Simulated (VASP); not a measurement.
## MnS: relaxation of cell and atoms with LDA

MnS:

```xyz
2
Lattice="1.8300 1.0565 2.9709 -1.8300 1.0565 2.9709 0.0000 -2.1131 2.9709" Properties=species:S:1:pos:R:3 pbc="T T T"
Mn    0.0000    0.0000    0.0000
S     0.0000    0.0000    4.4564
```

| Item | Value |
| --- | --- |
| Program | VASP 6.6.1 |
| Task | relaxation of cell and atoms |
| Functional | LDA |
| Potentials or basis | VASP PAW LDA potentials, release 64 (Mn_pv, S) |
| Cutoff | 600 eV |
| k mesh | 7 × 7 × 7 |
| Occupations | fermi-dirac, width 0.05 eV |
| Spin | collinear spin, ferromagnetic start |
| Starting moments | [4.0, 0.0] μB |
| Target pressure | 20 GPa |
| Dipole correction | no |
| Further INCAR settings | ALGO = Normal; EDIFF = 1e-07; IBRION = 2; EDIFFG = -0.01; NSW = 80; ISIF = 3 |

The relaxed volume is 11.56 Å³/atom and the relaxed cell is a = 3.195 Å, b = 3.195 Å, c = 3.195 Å, α = 60.09°, β = 60.09°, γ = 60.09°. The space group after relaxing (to 0.1 Å) is Fm-3m (No. 225) and the energy change on relaxing (the run minimises the enthalpy) is -55.1 meV/atom. The ionic steps are 9 and the pressure after relaxing is 19.9 GPa. The net moment is -2.40 μB per cell. The site moments are Mn -2.24; S -0.06 μB and the valence electrons inside the program's atomic spheres are Mn 12.02; S 3.79.

Stress tensor (GPa, compression positive):
```
19.89  0.00  0.00
 0.00 19.89  0.00
 0.00  0.00 20.06
```

The path:
```csv
step,energy change (eV),largest force (eV/Å),pressure (GPa),volume (Å³)
1,0.0000,0.0000,-11.25,34.47
2,0.5330,0.0000,58.06,20.27
3,-0.1512,0.0000,18.14,23.47
4,-0.1293,0.0000,18.72,23.28
5,-0.0800,0.0000,22.04,22.89
6,-0.1057,0.0000,20.25,23.08
7,-0.1129,0.0000,19.78,23.14
8,-0.1107,0.0000,19.92,23.12
9,-0.1102,0.0000,19.95,23.12
```

Final structure:
```
Mn S
1.0
     1.59979    0.92364    2.60741
    -1.59979    0.92364    2.60741
     0.00000   -1.84728    2.60741
Mn S
1 1
Cartesian
  0.0000 -1.8473 2.6074
  0.0000 0.0000 3.9111
```

Levels at points of the mesh, in eV from the Fermi level:
Spin up:
| k point | band 5 | band 6 | band 7 | band 8 | band 9 | band 10 | band 11 | band 12 |
| --- | --- | --- | --- | --- | --- | --- | --- | --- |
| (0.00, 0.00, 0.00) | -1.59 | -1.59 | -1.57 | -1.44 | -1.44 | -1.43 | -1.35 | -1.35 |
Spin down:
```csv
k point,band 8,band 9,band 10,band 11,band 12,band 13,band 14,band 15
"(0.00, 0.00, 0.00)",-2.79,-2.79,-1.77,-1.77,-1.75,6.57,10.52,10.52
```

It took 6 min on 1 thread of Intel(R) Xeon(R) Platinum 8375C CPU @ 2.90GHz (Ice Lake) (shared host), peak memory 0.2 GiB.

Caveat: the cell is relaxed towards a set pressure, so the run minimises the enthalpy, not the energy; the volume moved by over 15 % at a fixed basis, so the end points are rough; a cell with one magnetic atom can't hold antiferromagnetic order, which such compounds often take; semilocal functionals often make such compounds metallic where correlation or magnetic order opens a gap, which also shifts bond lengths. With open d or f shells a metallic result of LDA can be an artefact of self-interaction; +U or a hybrid may open a gap.
